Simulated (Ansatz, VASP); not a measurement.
This is a calculation of Cs for VASP 6.6.1.

The input INCAR:

```
  PREC = Accurate
  ENCUT = 520
  EDIFF = 1E-7
  ISMEAR = -1
  SIGMA = 0.05
  LREAL = F
  LASPH = T
  NELM = 100
  ALGO = Normal
  ISIF = 2
  LWAVE = F
  LCHARG = F
  GGA = PE
  NBANDS = 10
```

Contents of KPOINTS:

```
Automatic mesh
0
Gamma
  6 6 6
```

Contents of POSCAR:

```
Cs
1.0
    2.9813810000     -4.2793850000      0.1148980000
    3.0090070000      4.2986100000     -0.0108870000
   -2.4785890000     -0.0721900000      4.4579080000
Cs
1
Direct
    0.0095400000      0.0059200000      0.5081250000
```

Potentials or basis: VASP PAW PBE potentials, release 64 (Cs_sv).

Command:

```bash
$ cat potpaw_PBE.64/Cs_sv/POTCAR > POTCAR
$ mpirun -np 1 vasp_std > vasp.out
```

**Question.** Set up the same calculation for Ansatz 0.2.0. Potentials there: all-electron LAPW, scalar-relativistic.

**Answer.** As run (the cutoff follows the program's own potentials):

input.yaml

```yaml
crystal:
  lattice:
    - [2.981381, -4.279385, 0.114898]
    - [3.009007, 4.29861, -0.010887]
    - [-2.478589, -0.07219, 4.457908]
  atoms:
    - { symbol: Cs, position: [0.00954, 0.00592, 0.508125] }
kpoints:
  mp_grid: { grid: [6, 6, 6] }
scf:
  occupations: { method: fermi_dirac, width: 0.05 }
hamiltonian:
  xc: pbe
  pseudopotentials: { kind: all_electron, lapw: { basis_error: 0.001 } }
output:
  forces: true
  stress: true
  eigenvalues: true
  populations: true
```

Potentials or basis: all-electron LAPW, scalar-relativistic.

Launch:

```sh
$ ansatz run input.yaml --threads 1 --pin off --max-ram 3072MiB --backend cpu --events-out ev --progress --plain --runs-dir out
```

Both were run:

|  | VASP | Ansatz | Ansatz less VASP |
| --- | --- | --- | --- |
| gap on the k mesh at the Fermi level (eV) | none | none | - |
| pressure (GPa) | 0.0 | 0.0 | +0.01 |
| traceless stress, the component that is largest in VASP (GPa) | -0.09 | -0.09 | 0.000 |

A gap of «none» marks a metal or a gap that the smearing closes. Ansatz ran all-electron here, and VASP with PAW potentials.

Neither program's run includes spin-orbit coupling.
